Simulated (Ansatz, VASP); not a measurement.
MnS: VASP beside Ansatz

```
CELL_PARAMETERS angstrom
0.00000 2.78998 -2.78998
0.00000 2.78998 2.78998
5.47106 0.00000 0.00000
ATOMIC_POSITIONS crystal
Mn 0.00000 0.00000 0.00000
Mn 0.50000 0.50000 0.50000
S 0.00000 0.50000 0.25000
S 0.50000 0.00000 0.75000
```

Alike in both runs: functional r2SCAN; k mesh 6 × 6 × 4; occupations gaussian, width 0.05 eV; collinear spin.

Ansatz relaxed the structure, and its values are those at the end. VASP's run is a single point on that final structure, the one shown.

```csv
,VASP,Ansatz
version,VASP 6.6.1,Ansatz 0.2.0
potentials or method,"VASP PAW PBE potentials, release 64 (Mn_pv, S), cutoff 550 eV","scalar-relativistic, plane waves, PAW"
valence electrons in the cell,38,42
```

Ansatz gave:

```
gap on the k mesh at the Fermi level (eV)                     : 2.15
least direct gap on the mesh (eV)                             : 2.63
pressure (GPa)                                                : 0.0
net moment per atom (μB)                                      : 0.00
size of the moment on the site where the two differ most (μB) : 4.13
```

Question: Estimate VASP's values.

Answer: gap on the k mesh at the Fermi level (eV): 2.14; least direct gap on the mesh (eV): 2.63; pressure (GPa): 0.0; net moment per atom (μB): 0.00; size of the moment on the site where the two differ most (μB): 4.28.

VASP's potentials were made for PBE, not for r2SCAN. Site moments also hang on the region over which each program counts them. With one functional, cell and mesh, what is left measures potentials, basis and numerics. VASP's potentials hold 38 valence electrons a cell and Ansatz's 42, so a difference there can come from the potentials and not from the codes.
